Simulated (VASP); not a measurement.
Si3N4, 14 atoms in the cell. The structure is cubic, space group Fd-3m (No. 227). Conventional cell: a = 7.446 Å, b = 7.446 Å, c = 7.446 Å, α = 90.00°, β = 90.00°, γ = 90.00°. Within 2.4 Å of Si (site symmetry -3m) lie 6 N at 1.81 Å. Within 2.3 Å of Si (site symmetry -43m) lie 4 N at 1.70 Å. Within 2.3 Å of N (site symmetry 3m) lie 4 Si at 1.70 to 1.81 Å. 

* Program: VASP 6.6.1
* Task: single point
* Functional: r2SCAN
* Potentials or basis: VASP PAW PBE potentials, release 64 (Si, N)
* Cutoff: 520 eV
* k mesh: 5 × 5 × 5
* Occupations: gaussian, width 0.01 eV
* Spin: no spin polarisation
* Dipole correction: no
* Further INCAR settings: ALGO = Normal; EDIFF = 1e-07; NBANDS = 45

Potentials or basis: VASP PAW PBE potentials, release 64 (Si, N).

Run with:

```sh
$ cat potpaw_PBE.64/Si/POTCAR potpaw_PBE.64/N/POTCAR > POTCAR
$ cp INCAR.step1 INCAR
$ mpirun -np 1 vasp_std > vasp.out
$ cp INCAR.step2 INCAR
$ mpirun -np 1 vasp_std > vasp.out
```

Hardware: 1 thread of AMD EPYC 7R13, on a shared host.

Estimate the wall time of this run.

Run time: 7.9 min on 1 thread of AMD EPYC 7R13, on a shared host, peak memory 0.23 GiB. Counts: k points 10.
